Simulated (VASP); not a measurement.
A run of VASP 6.6.1 is set up as follows.

File INCAR:

```
PREC = Accurate
ENCUT = 520
EDIFF = 1E-6
ISMEAR = 0
SIGMA = 0.1
LREAL = F
LASPH = T
NELM = 60
ALGO = Normal
ISIF = 2
LWAVE = F
LCHARG = F
GGA = PE
NBANDS = 34
```

Contents of KPOINTS:

```
regular mesh
0
Gamma
  4 4 2
```

The input POSCAR:

```
GeCl5
1.0
    4.5906959000      0.0000000000      0.0000000000
    0.0000000000      4.5906959000      0.0000000000
    0.0000000000      0.0000000000      7.6937174400
Ge Cl
1 5
Direct
    0.5000000000      0.5000000000      0.0000000000
    0.0000000000      0.5000000000      0.2681678100
    0.5000000000      0.0000000000      0.2681678100
    0.0000000000      0.5000000000      0.7318321900
    0.5000000000      0.0000000000      0.7318321900
    0.0000000000      0.0000000000      0.5000000000
```

Potentials or basis: VASP PAW PBE potentials, release 64 (Ge_d, Cl).

Launch:

```console
$ cat potpaw_PBE.64/Ge_d/POTCAR potpaw_PBE.64/Cl/POTCAR > POTCAR
$ mpirun -np 1 vasp_std > vasp.out
```

Problem. Estimate the band gap on the k mesh.

Solution. Zero (an odd number of electrons rules out a gap without spin polarisation).

Problem. Estimate the pressure.

Solution. -1.9 GPa.

Forces on the atoms (eV/Å):
```
Ge   0.000  0.000  0.000
Cl   0.000  0.000 -0.926
Cl   0.000  0.000 -0.926
Cl   0.000  0.000  0.926
Cl   0.000  0.000  0.926
Cl   0.000  0.000  0.000
```

Caveat: the k points lie up to 0.41 Å⁻¹ apart, too coarse for converged energies and pressures of a metal; an odd number of electrons without spin polarisation forces a metal; a magnetic or distorted state may lie lower.
